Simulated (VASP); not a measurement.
A run of VASP 6.6.1 is set up as follows.

File INCAR:

```
ALGO = Normal
EDIFF = 1E-6
ENCUT = 520
GGA = PE
ISIF = 2
ISMEAR = 0
LASPH = True
LCHARG = False
LREAL = False
LWAVE = False
NBANDS = 12
NELM = 60
PREC = Accurate
SIGMA = 0.028000000000000004
```

KPOINTS

```
k-points
0
Gamma
  8 8 8
```

POSCAR

```
Sb
1.0
    2.1542000000      1.2437279499      3.7580000000
   -2.1542000000      1.2437279499      3.7580000000
    0.0000000000     -2.4874558998      3.7580000000
Sb
2
Direct
    0.7665100000      0.7665100000      0.7665100000
    0.2334900000      0.2334900000      0.2334900000
```

Potentials or basis: VASP PAW PBE potentials, release 64 (Sb).

Launch:

```sh
$ cat potpaw_PBE.64/Sb/POTCAR > POTCAR
$ mpirun -np 1 vasp_std > vasp.out
```

Problem. Predict the largest force.

Solution. 0.185 eV/Å.

Problem. What does it give for the band gap on the k mesh?

Solution. Zero (band 5 reaches 7.38 eV, above the bottom of band 6 at 7.08 eV).

Problem. What does it give for the pressure?

Solution. 2.8 GPa.

Stress tensor (GPa, compression positive):
```
3.02 0.00 0.00
0.00 3.02 0.00
0.00 0.00 2.28
```

Caveat: spin-orbit coupling is left out, which moves the levels of the heavy elements.
